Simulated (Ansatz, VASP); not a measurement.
# MgO in VASP and in Ansatz

The input INCAR:

```
ALGO = Normal
EDIFF = 1E-7
ENCUT = 520
GGA = PS
ISIF = 2
ISMEAR = 0
LASPH = True
LCHARG = False
LREAL = False
LWAVE = False
NBANDS = 26
NELM = 100
PREC = Accurate
SIGMA = 0.05
```

KPOINTS

```
k-points
0
Gamma
  9 9 4
```

File POSCAR:

```
MgO
1.0
    3.2553371795      0.0000000000      0.0000000000
   -1.6276685897      2.8192046953      0.0000000000
    0.0000000000      0.0000000000     10.4149514991
Mg O
4 4
Direct
    0.3333333333      0.6666666667      0.9695963559
    0.0000000000      0.0000000000      0.2209473890
    0.0000000000      0.0000000000      0.7209473890
    0.6666666667      0.3333333333      0.4695963559
    0.3333333333      0.6666666667      0.7799156657
   -0.0399344193      0.0000000000      0.5420208246
    0.0000000000      0.0000000000      0.0295387694
    0.6666666667      0.3333333333      0.2799156657
```

Input for Ansatz:

```yaml
crystal:
  lattice:
    - [3.2553371795, 0.0, 0.0]
    - [-1.6276685897, 2.8192046953, 0.0]
    - [0.0, 0.0, 10.4149514991]
  atoms:
    - { symbol: Mg, position: [0.3333333333, 0.6666666667, 0.9695963559] }
    - { symbol: Mg, position: [0.0, 0.0, 0.220947389] }
    - { symbol: Mg, position: [0.0, 0.0, 0.720947389] }
    - { symbol: Mg, position: [0.6666666667, 0.3333333333, 0.4695963559] }
    - { symbol: O, position: [0.3333333333, 0.6666666667, 0.7799156657] }
    - { symbol: O, position: [-0.0399344193, 0.0, 0.5420208246] }
    - { symbol: O, position: [0.0, 0.0, 0.0295387694] }
    - { symbol: O, position: [0.6666666667, 0.3333333333, 0.2799156657] }
basis:
  ecutwfc: 420
kpoints:
  mp_grid: { grid: [9, 9, 4] }
hamiltonian:
  xc: pbesol
  pseudopotentials: { kind: paw, azcp: { folder: soft_1 } }
scf:
  occupations: { method: gaussian, width: 0.05 }
output:
  forces: true
  stress: true
  eigenvalues: true
```

Alike in both runs: task single point; functional PBEsol; k mesh 9 × 9 × 4; occupations gaussian, width 0.05 eV; no spin polarisation.

```csv
,VASP,Ansatz
version,VASP 6.6.1,Ansatz 0.2.0
potentials or method,"VASP PAW PBE potentials, release 64 (Mg, O), cutoff 520 eV","scalar-relativistic, plane waves, PAW"
valence electrons in the cell,32,64
```

|  | VASP | Ansatz | Ansatz less VASP |
| --- | --- | --- | --- |
| gap on the k mesh at the Fermi level (eV) | 3.18 | 3.19 | +0.008 |
| least direct gap on the mesh (eV) | 3.18 | 3.19 | +0.008 |
| pressure (GPa) | 0.4 | 0.7 | +0.26 |
| traceless stress, the component that is largest in VASP (GPa) | 2.26 | 2.20 | -0.057 |
| rms of the force components (eV/Å) | 0.576 | 0.568 | -0.0083 |

VASP's potentials were made for PBE, not for PBEsol, and Ansatz warns of the same on its side. Atom by atom the forces differ by 0.008 eV/Å (rms over components). The functional is the same, so the differences come from potentials, cutoffs and numerics. VASP's potentials hold 32 valence electrons a cell and Ansatz's 64, so a difference there can come from the potentials and not from the codes.
